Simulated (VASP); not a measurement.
Runs of VASP 6.6.1 on ZrN. The structure is that of space group Fm-3m (No. 225), or close to it. The cells are those of the table. 

```csv
cell,gap on the mesh (eV),pressure (GPa)
"a = 3.209 Å, angles 60.0°, 2 atoms",none,10.3
"a = 3.253 Å, angles 60.0°, 2 atoms",none,-0.7
"a = 3.295 Å, angles 60.0°, 2 atoms",none,(b)
"a = 3.274 Å, angles 60.0°, 2 atoms",none,-5.4
"a = 3.316 Å, angles 60.0°, 2 atoms",none,(a)
```

Alike in all rows: task single point; level PBE; potentials or basis VASP PAW PBE potentials, release 64 (Zr_sv, N); no spin polarisation; k mesh 9 × 9 × 9; cutoff (eV) 600; smearing fermi-dirac 0.1 eV.

Question: Fill in the values left out.

Answer: (a) -13.3; (b) -9.6.

A k mesh can miss the band edges, and the runs leave out spin-orbit coupling on Zr.

A gap of «none» marks levels without a gap at the run's occupations.
